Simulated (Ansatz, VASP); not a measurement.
# Two plane-wave programs on MgO

Contents of INCAR:

```
SYSTEM = MgO
PREC = Accurate
ENCUT = 600
EDIFF = 1E-6
ISMEAR = -5
SIGMA = 0.1
LREAL = .False.
LASPH = .True.
NELM = 120
ALGO = Normal
ISIF = 2
LWAVE = .False.
LCHARG = .True.
GGA = PE
LELF = .True.
LVHAR = .True.
NBANDS = 11
GGA_COMPAT = .False.
```

KPOINTS

```
Automatic mesh
0
Gamma
  9 9 9
  0 0 0
```

POSCAR

```
MgO
1.0
    0.0000000000      2.1080000000      2.1080000000
    2.1080000000      0.0000000000      2.1080000000
    2.1080000000      2.1080000000      0.0000000000
Mg O
1 1
Direct
    0.0000000000      0.0000000000      0.0000000000
    0.5000000000      0.5000000000      0.5000000000
```

Input for Ansatz:

```yaml
crystal:
  lattice:
    - [0.0, 2.108, 2.108]
    - [2.108, 0.0, 2.108]
    - [2.108, 2.108, 0.0]
  atoms:
    - { symbol: Mg, position: [0.0, 0.0, 0.0] }
    - { symbol: O, position: [0.5, 0.5, 0.5] }
hamiltonian:
  xc: pbe
  pseudopotentials: { kind: paw }
basis:
  ecutwfc: 420
kpoints:
  mp_grid: { grid: [9, 9, 9] }
scf:
  occupations: { method: tetrahedron }
  lower_state_search: "off"
  max_iter: 70
output:
  forces: true
  stress: true
```

Alike in both runs: task single point; functional PBE; k mesh 9 × 9 × 9; occupations tetrahedron; no spin polarisation.

|  | VASP | Ansatz |
| --- | --- | --- |
| version | VASP 6.6.1 | Ansatz 0.2.0 |
| potentials or method | VASP PAW PBE potentials, release 64 (Mg, O), cutoff 600 eV | PAW, plane waves, scalar-relativistic |
| valence electrons in the cell | 8 | 16 |

Ansatz gave:

* gap on the k mesh at the Fermi level (eV): 4.72
* pressure (GPa): 4.2

**Question.** What did VASP give for the same quantities?

**Answer.** gap on the k mesh at the Fermi level (eV): 4.70; pressure (GPa): 3.2.

With one functional, cell and mesh, what is left measures potentials, basis and numerics. VASP's potentials hold 8 valence electrons a cell and Ansatz's 16, so a difference there can come from the potentials and not from the codes. Ansatz's warnings: band table not solved further, tetrahedron derivatives may miss energy slope.
